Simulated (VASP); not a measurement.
**Ni: single point with PBEsol**

Crystal: Ni.

```
CELL_PARAMETERS angstrom
-1.38372 1.38372 1.38372
1.38372 -1.38372 1.38372
1.38372 1.38372 -1.38372
ATOMIC_POSITIONS crystal
Ni 0.00000 0.00000 0.00000
```

This isn't the form of Ni at room conditions, which is fcc.

```json
{"Program": "VASP 6.6.1", "Task": "single point", "Functional": "PBEsol", "Potentials or basis": "VASP PAW PBE potentials, release 64 (Ni)", "Cutoff": "600 eV", "k mesh": "5 × 5 × 5", "Occupations": "fermi-dirac, width 0.1 eV", "Spin": "collinear spin, ferromagnetic start", "Starting moments": "[2.0] μB", "Dipole correction": "no", "Further INCAR settings": "ALGO = Normal; EDIFF = 1e-06; NBANDS = 15"}
```

```json
{
 "Pressure": "0.0 GPa",
 "Net moment": "0.81 μB per cell",
 "Site moments": "Ni +0.81 μB",
 "Valence electrons inside the program's atomic spheres": "Ni 9.36"
}
```

Levels at points of the mesh, in eV from the Fermi level:
Spin up:
| k point | band 1 | band 2 | band 3 | band 4 | band 5 | band 6 | band 7 | band 8 | band 9 | band 10 |
| --- | --- | --- | --- | --- | --- | --- | --- | --- | --- | --- |
| (0.00, 0.00, 0.00) | -9.15 | -2.60 | -2.60 | -2.60 | -1.11 | -1.11 | 26.69 | 26.69 | 26.69 | 31.74 |
Spin down:
```csv
k point,band 2,band 3,band 4,band 5,band 6,band 7,band 8,band 9
"(0.00, 0.00, 0.00)",-1.67,-1.67,-1.67,-0.38,-0.38,26.65,26.65,26.65
```

Run time: 14 s on 1 thread of Intel Xeon 8259CL, with other jobs on the host, peak memory 0.13 GiB.

Caveat: the k points lie up to 0.64 Å⁻¹ apart; the PAW data sets were made with another functional, which shifts forces and pressure a little.
